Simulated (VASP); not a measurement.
## CsBr: single point with PBE

Crystal: CsBr.

```
Cs Br
1.0
     4.39096    0.00000    0.00000
     0.00000    4.39096    0.00000
     0.00000    0.00000    4.39096
Cs Br
1 1
Direct
  0.00000 0.00000 0.00000
  0.50000 0.50000 0.50000
```

```
Program                : VASP 6.6.1
Task                   : single point
Functional             : PBE
Potentials or basis    : VASP PAW PBE potentials, release 64 (Cs_sv, Br)
Cutoff                 : 500 eV
k mesh                 : 6 × 6 × 6
Occupations            : gaussian, width 0.01 eV
Spin                   : no spin polarisation
Dipole correction      : no
Further INCAR settings : ALGO = Normal; EDIFF = 1e-06; NBANDS = 15
```

```
Pressure               : 0.0 GPa
Band gap on the k mesh : 4.24 eV, indirect (least direct gap 4.26 eV)
```

Levels at points of the mesh, in eV from the valence-band top:
```csv
k point,band 5,band 6,band 7,band 8,band 9,band 10,band 11,band 12
"(0.00, 0.00, 0.00)",-6.52,-0.02,-0.02,-0.02,4.24,4.97,4.97,8.88
"(0.50, 0.00, 0.00)",-6.44,-1.19,-0.18,-0.18,5.89,6.95,7.36,8.31
"(0.50, 0.50, 0.00)",-6.39,-0.56,-0.56,0.00,5.20,5.44,7.14,7.14
"(0.50, 0.50, 0.50)",-6.86,-1.03,-1.03,-1.03,7.98,7.98,7.98,8.82
```

It took 11 s on 1 thread of Intel(R) Xeon(R) 6975P-C (Granite Rapids), on a shared host, peak memory 0.18 GiB.

Caveat: spin-orbit coupling is left out, which moves the levels of the heavy elements. A k mesh can miss the band edges.
